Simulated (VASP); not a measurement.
# Hf3TaN4 (Pm-3m) in VASP: a series of runs, part 2 of 2

VASP 6.6.1.

### 4 Relaxation of cell and atoms, PBEsol

Contents of INCAR:

```
PREC = Accurate
ENCUT = 600
EDIFF = 1E-7
ISMEAR = -1
SIGMA = 0.1
LREAL = False
LASPH = True
NELM = 120
ALGO = Normal
ISIF = 3
LWAVE = False
LCHARG = False
GGA = PS
IBRION = 2
NSW = 80
EDIFFG = -0.03
GGA_COMPAT = False
NELMIN = 4
```

Contents of KPOINTS:

```
Automatic mesh
0
Gamma
  5 5 5
```

Contents of POSCAR:

```
Hf3TaN4
1.0
    4.4725000000      0.0000000000      0.0000000000
    0.0000000000      4.4725000000      0.0000000000
    0.0000000000      0.0000000000      4.4725000000
Hf Ta N
3 1 4
Direct
    0.0000000000      0.0000000000      0.0000000000
    0.0000000000      0.5000000000      0.5000000000
    0.5000000000      0.0000000000      0.5000000000
    0.5000000000      0.5000000000      0.0000000000
    0.5000000000      0.5000000000      0.5000000000
    0.0000000000      0.0000000000      0.5000000000
    0.0000000000      0.5000000000      0.0000000000
    0.5000000000      0.0000000000      0.0000000000
```

Potentials or basis: VASP PAW PBE potentials, release 64 (Hf_pv, Ta_pv, N).

Run with:

```bash
cat potpaw_PBE.64/Hf_pv/POTCAR potpaw_PBE.64/Ta_pv/POTCAR potpaw_PBE.64/N/POTCAR > POTCAR
mpirun -np 1 vasp_std > vasp.out
```

OUTCAR:

```text
PREC = Accurate
   ENCUT = 600
   EDIFF = 1E-7
   ISMEAR = -1
   LREAL = False
   LASPH = True
   NELM = 120
   ISIF = 3
   GGA = PS
   IBRION = 2
   NSW = 80
   EDIFFG = -0.03
   NELMIN = 4

 ion  position               nearest neighbor table
   1  0.000  0.000  0.000-   6 2.24   7 2.24   8 2.24   6 2.24   7 2.24   8 2.24   2 3.16   3 3.16
                             2 3.16   2 3.16   4 3.16   3 3.16   2 3.16   3 3.16   4 3.16   4 3.16
   2  0.000  0.500  0.500-   5 2.24   6 2.24   7 2.24   7 2.24   6 2.24   5 2.24   1 3.16   4 3.16
                             1 3.16   1 3.16   3 3.16   3 3.16   1 3.16   3 3.16   4 3.16   4 3.16
   3  0.500  0.000  0.500-   5 2.24   6 2.24   8 2.24   8 2.24   5 2.24   6 2.24   1 3.16   4 3.16
                             1 3.16   2 3.16   4 3.16   2 3.16   4 3.16   1 3.16   2 3.16   4 3.16
   4  0.500  0.500  0.000-   5 2.24   7 2.24   8 2.24   5 2.24   8 2.24   7 2.24   2 3.16   3 3.16
                             1 3.16   1 3.16   3 3.16   2 3.16   3 3.16   1 3.16   2 3.16   3 3.16
   5  0.500  0.500  0.500-   2 2.24   3 2.24   4 2.24   4 2.24   3 2.24   2 2.24
   6  0.000  0.000  0.500-   1 2.24   2 2.24   3 2.24   1 2.24   2 2.24   3 2.24
   7  0.000  0.500  0.000-   1 2.24   2 2.24   4 2.24   2 2.24   1 2.24   4 2.24
   8  0.500  0.000  0.000-   1 2.24   3 2.24   4 2.24   3 2.24   4 2.24   1 2.24

  LATTYP: Found a simple cubic cell.
 ALAT       =     4.4725000000

  Lattice vectors:

 A1 = (   4.4725000000,   0.0000000000,   0.0000000000)
 A2 = (   0.0000000000,   4.4725000000,   0.0000000000)
 A3 = (   0.0000000000,   0.0000000000,   4.4725000000)

Analysis of symmetry for initial positions (statically):
=====================================================================
 Subroutine PRICEL returns:
 Original cell was already a primitive cell.

 Routine SETGRP: Setting up the symmetry group for a
 simple cubic supercell.

 Subroutine GETGRP returns: Found 48 space group operations
 (whereof 16 operations were pure point group operations)
 out of a pool of 48 trial point group operations.

The static configuration has the point symmetry D_4h.
 The point group associated with its full space group is O_h .

Analysis of symmetry for dynamics (positions and initial velocities):
=====================================================================
 Subroutine PRICEL returns:
 Original cell was already a primitive cell.

 Routine SETGRP: Setting up the symmetry group for a
 simple cubic supercell.

 Subroutine GETGRP returns: Found 48 space group operations
 (whereof 16 operations were pure point group operations)
 out of a pool of 48 trial point group operations.

The dynamic configuration has the point symmetry D_4h.
 The point group associated with its full space group is O_h .

 Subroutine INISYM returns: Found 48 space group operations
 (whereof 16 operations are pure point group operations),
 and found     1 'primitive' translations

----------------------------------------------------------------------------------------

                                     Primitive cell

  volume of cell :      89.4646

  direct lattice vectors                    reciprocal lattice vectors
     4.472500000  0.000000000  0.000000000     0.223588597  0.000000000  0.000000000
     0.000000000  4.472500000  0.000000000     0.000000000  0.223588597  0.000000000
     0.000000000  0.000000000  4.472500000     0.000000000  0.000000000  0.223588597

  length of vectors
     4.472500000  4.472500000  4.472500000     0.223588597  0.223588597  0.223588597

  position of ions in fractional coordinates (direct lattice)
     0.000000000  0.000000000  0.000000000
     0.000000000  0.500000000  0.500000000
     0.500000000  0.000000000  0.500000000
     0.500000000  0.500000000  0.000000000
     0.500000000  0.500000000  0.500000000
     0.000000000  0.000000000  0.500000000
     0.000000000  0.500000000  0.000000000
[... 41 lines left out ...]
  0.000000  0.000000  0.000000      1.000000
  0.200000  0.000000  0.000000      6.000000
  0.400000  0.000000  0.000000      6.000000
  0.200000  0.200000  0.000000     12.000000
  0.400000  0.200000  0.000000     24.000000
  0.400000  0.400000  0.000000     12.000000
  0.200000  0.200000  0.200000      8.000000
  0.400000  0.200000  0.200000     24.000000
  0.400000  0.400000  0.200000     24.000000
  0.400000  0.400000  0.400000      8.000000
   k-points           NKPTS =     10   k-points in BZ     NKDIM =     10   number of bands    NBANDS=     36
   number of dos      NEDOS =    301   number of ions     NIONS =      8
   total plane-waves  NPLWV =  46656
   dimension x,y,z NGX =    36 NGY =   36 NGZ =   36
   dimension x,y,z NGXF=    72 NGYF=   72 NGZF=   72
   ions per type =               3   1   4
   NGX,Y,Z   is equivalent  to a cutoff of  13.38, 13.38, 13.38 a.u.
   NGXF,Y,Z  is equivalent  to a cutoff of  26.76, 26.76, 26.76 a.u.
 SYSTEM =  unknown system
   PREC   = accura    normal or accurate (medium, high low for compatibility)
   ISTART =      0    job   : 0-new  1-cont  2-samecut
   ICHARG =      2    charge: 1-file 2-atom 10-const
   ISPIN  =      1    spin polarized calculation?
   LNONCOLLINEAR =      F non collinear calculations
   LSORBIT =      F    spin-orbit coupling
   LASPH  =      T    aspherical Exc in radial PAW
   ENCUT  =  600.0 eV  44.10 Ry    6.64 a.u.   8.93  8.93  8.93*2*pi/ulx,y,z
   NELM   =    120;   NELMIN=  4; NELMDL= -5     # of ELM steps
   EDIFF  = 0.1E-06   stopping-criterion for ELM
   LREAL  =      F    real-space projection
   EDIFFG = -.3E-01   stopping-criterion for IOM
   NSW    =     80    number of steps for IOM
   IBRION =      2    ionic relax: 0-MD 1-quasi-New 2-CG
   NFREE  =      1    steps in history (QN), initial steepest desc. (CG)
   ISIF   =      3    stress and relaxation
   ISYM   =      2    0-nonsym 1-usesym 2-fastsym
   POTIM  = 0.5000    time-step for ionic-motion
   TEBEG  =    0.0;   TEEND  =   0.0 temperature during run
   PSTRESS=    0.0 pullay stress
   NELECT =      61.0000    total number of electrons
   NUPDOWN=      -1.0000    fix difference up-down
   EMIN   =  10.00;   EMAX   =-10.00  energy-range for DOS
   EFERMI =   0.00;   METHOD = LEGACY
   ISMEAR =    -1;   SIGMA  =   0.10  broadening in eV -4-tet -1-fermi 0-gaus
   EFERMI_NEDOS =   21; number of points for ismear=-14 and -15
   IALGO  =     38    algorithm
   IMIX   =      4    mixing-type and parameters
     AMIX     =   0.40;   BMIX     =  1.00
     AMIX_MAG =   1.60;   BMIX_MAG =  1.00
  volume/ion in A,a.u.               =      11.18        75.47
  Fermi-wavevector in a.u.,A,eV,Ry     =   1.440902  2.722910 28.248394  2.076198
  Thomas-Fermi vector in A             =   2.559594
   LORBIT       =      0    0 simple, 1 ext, 2 COOP (PROOUT), +10 PAW based schemes
   GGA     = PS    functional components
   LHFCALC =     F    Hartree Fock is set to
   AEXX    =    0.0000 exact exchange contribution
   IVDW    =     0    specifies the selected vdW correction
   LEPSILON=     F    determine dielectric tensor
   LRPA    =     F    only Hartree local field effects (RPA)
 conjugate gradient relaxation of ions
 non-spin polarized calculation
  energy-cutoff  :      600.00
  volume of cell :       89.46
 maximum number of plane-waves:      3005
 NGX is ok and might be reduce to    36
   NGX = 17   NGY = 17   NGZ = 17

--------------------------------------- Ionic step        1  -------------------------------------------

 number of electron      60.9999996 magnetization

 Free energy of the ion-electron system (eV)
  ---------------------------------------------------
  ext. energy  EPLUGINS =         0.00000000
  ---------------------------------------------------
  free energy    TOTEN  =       -92.05456522 eV

  energy without entropy =      -91.89049930  energy(sigma->0) =      -91.97253226

------------------------ aborting loop because EDIFF is reached ----------------------------------------

  FORCE on cell =-STRESS in cart. coord.  units (eV):
  Direction    XX          YY          ZZ          XY          YZ          ZX
  --------------------------------------------------------------------------------------
  -------------------------------------------------------------------------------------
  Total       -1.1372952     -1.1372952     -1.1372952      0.0000000      0.0000000     -0.0000000
  in kB      -20.3672664    -20.3672664    -20.3672664      0.0000000      0.0000000     -0.0000000
  external PRESSURE =     -20.3672664 kB  Pullay stress =       0.0000000 kB
[... 71 lines left out ...]
--------------------------------------- Ionic step        3  -------------------------------------------

 number of electron      60.9999997 magnetization

 Free energy of the ion-electron system (eV)
  ---------------------------------------------------
  ext. energy  EPLUGINS =         0.00000000
  ---------------------------------------------------
  free energy    TOTEN  =       -92.05843708 eV

  energy without entropy =      -91.89527782  energy(sigma->0) =      -91.97685745

 E-fermi :   8.5629     XC(G=0): -13.1539

 val. band max:        8.5583332639   @ k =   0.4000   0.2000   0.2000
 cond. band min:       8.5653801660   @ k =   0.2000   0.2000   0.2000
 fundamental gap:      0.0070469020
 Fermi energy:         8.5628641028

 k-point     1 :       0.0000    0.0000    0.0000
  band No.  band energies     occupation
      1     -27.2869      2.00000
      2     -27.2869      2.00000
      3     -27.2869      2.00000
      4     -23.0950      2.00000
      5     -23.0950      2.00000
      6     -23.0950      2.00000
[... 414 lines left out ...]
  FREE ENERGIE OF THE ION-ELECTRON SYSTEM (eV)
  ---------------------------------------------------
  free  energy   TOTEN  =       -92.0584370788 eV

  energy  without entropy=      -91.8952778197  energy(sigma->0) =      -91.97685745

 reached required accuracy - stopping structural energy minimisation
```

Wall time 50 s (1 thread of Intel Xeon 6975P-C (Granite Rapids), shared host); peak memory 0.23 GiB.

Results:

```yaml
Free_energy: -92.0584 eV
Relaxed_volume: 11.11 Å³/atom
Relaxed_cell: a = 4.462 Å, b = 4.462 Å, c = 4.462 Å, α = 90.00°, β = 90.00°, γ = 90.00°
Space_group_after_relaxing_to_0.1_Å: Pm-3m (No. 221)
Energy_gained_by_relaxing: 0.5 meV/atom
Ionic_steps: 3
Pressure_after_relaxing: 0.0 GPa
Band_gap_on_the_k_mesh: zero (an odd number of electrons rules out a gap without spin polarisation)
```

Step by step:
| step | energy change (eV) | largest force (eV/Å) | pressure (GPa) | volume (Å³) |
| --- | --- | --- | --- | --- |
| 1 | 0.0000 | 0.0000 | -2.04 | 89.46 |
| 2 | 0.0126 | 0.0000 | 4.36 | 87.64 |
| 3 | -0.0039 | 0.0000 | -0.01 | 88.86 |

Final structure:
```yaml
crystal:
  lattice:
    - [4.46245, 0.00000, 0.00000]
    - [0.00000, 4.46245, 0.00000]
    - [0.00000, 0.00000, 4.46245]
  atoms:
    - { symbol: Hf, position: [0.00000, 0.00000, 0.00000] }
    - { symbol: Hf, position: [0.00000, 0.50000, 0.50000] }
    - { symbol: Hf, position: [0.50000, 0.00000, 0.50000] }
    - { symbol: Ta, position: [0.50000, 0.50000, 0.00000] }
    - { symbol: N, position: [0.50000, 0.50000, 0.50000] }
    - { symbol: N, position: [0.00000, 0.00000, 0.50000] }
    - { symbol: N, position: [0.00000, 0.50000, 0.00000] }
    - { symbol: N, position: [0.50000, 0.00000, 0.00000] }
```

Levels at points of the mesh, in eV from the Fermi level:
```
           k point  band 28  band 29  band 30  band 31  band 32  band 33  band 34  band 35
(0.00, 0.00, 0.00)    -3.76    -3.10    -3.10    -3.10    -0.77    -0.77    -0.77     1.29
```

Caveat: the PAW data sets were made with another functional, which shifts forces and pressure a little; spin-orbit coupling is left out, which moves the levels of the heavy elements.

### 5 Relaxation of cell and atoms, PBEsol

Contents of INCAR:

```
PREC = Accurate
ENCUT = 600
EDIFF = 1E-7
ISMEAR = -1
SIGMA = 0.1
LREAL = F
LASPH = T
NELM = 120
ALGO = Normal
ISIF = 3
LWAVE = F
LCHARG = F
GGA = PS
IBRION = 2
NSW = 80
EDIFFG = -0.03
GGA_COMPAT = F
NELMIN = 4
```

Contents of KPOINTS:

```
regular mesh
0
Gamma
  5 5 5
```

Changes to POSCAR since step 4:

```diff
@@ -2,5 +2,5 @@
 1.0
-    4.4725000000      0.0000000000      0.0000000000
-    0.0000000000      4.4725000000      0.0000000000
-    0.0000000000      0.0000000000      4.4725000000
+    4.4705121183      0.0000000000      0.0000000000
+    0.0000000000      4.4705121183      0.0000000000
+    0.0000000000      0.0000000000      4.4705121183
 Hf Ta N
```

Run with:

```bash
cat potpaw_PBE.64/Hf_pv/POTCAR potpaw_PBE.64/Ta_pv/POTCAR potpaw_PBE.64/N/POTCAR > POTCAR
mpirun -np 1 vasp_std > vasp.out
```

Run time: 48 s. Hardware: 1 thread of Intel Xeon 6975P-C (Granite Rapids), shared host; peak memory 0.23 GiB.

It converged, with:

* Free energy: -92.0582 eV
* Relaxed volume: 11.11 Å³/atom
* Relaxed cell: a = 4.462 Å, b = 4.462 Å, c = 4.462 Å, α = 90.00°, β = 90.00°, γ = 90.00°
* Space group after relaxing (to 0.1 Å): Pm-3m (No. 221)
* Energy gained by relaxing: 0.3 meV/atom
* Ionic steps: 3
* Pressure after relaxing: 0.0 GPa
* Band gap on the k mesh: zero (an odd number of electrons rules out a gap without spin polarisation)

Step by step:
```
step  energy change (eV)  largest force (eV/Å)  pressure (GPa)  volume (Å³)
   1              0.0000                0.0000           -1.64        89.35
   2              0.0081                0.0000            3.49        87.88
   3             -0.0025                0.0000           -0.01        88.86
```

Final structure:
```xyz
8
Lattice="4.4624 0.0000 0.0000 0.0000 4.4624 0.0000 0.0000 0.0000 4.4624" Properties=species:S:1:pos:R:3 pbc="T T T"
Hf    0.0000    0.0000    0.0000
Hf    0.0000    2.2312    2.2312
Hf    2.2312    0.0000    2.2312
Ta    2.2312    2.2312    0.0000
N     2.2312    2.2312    2.2312
N     0.0000    0.0000    2.2312
N     0.0000    2.2312    0.0000
N     2.2312    0.0000    0.0000
```

Levels at points of the mesh, in eV from the Fermi level:
```tsv
k point	band 29	band 30	band 31	band 32	band 33	band 34
(0.00, 0.00, 0.00)	-3.10	-3.10	-3.10	-0.77	-0.77	-0.77
```

Caveat: the PAW data sets were made with another functional, which shifts forces and pressure a little; spin-orbit coupling is left out, which moves the levels of the heavy elements.

### 6 The runs side by side

| task | cell | gap on the mesh (eV) | pressure (GPa) | relaxed volume (Å³/atom) |
| --- | --- | --- | --- | --- |
| single point | a = 4.471 Å, 8 atoms | none | -1.6 | - |
| relaxation of cell and atoms | relaxed from a = 4.473 Å, 8 atoms | none | 0.0 | 11.11 |
| relaxation of cell and atoms | relaxed from a = 4.471 Å, 8 atoms | none | 0.0 | 11.11 |

Alike in all rows: level PBEsol; potentials or basis VASP PAW PBE potentials, release 64 (Hf_pv, Ta_pv, N); no spin polarisation; k mesh 5 × 5 × 5; cutoff (eV) 600; smearing fermi-dirac 0.1 eV.

Caveats: the PAW data sets were made with another functional, which shifts forces and pressure a little; spin-orbit coupling is left out, which moves the levels of the heavy elements.

Total energies depend on the potentials used, so only differences within one code and one set of settings carry meaning.
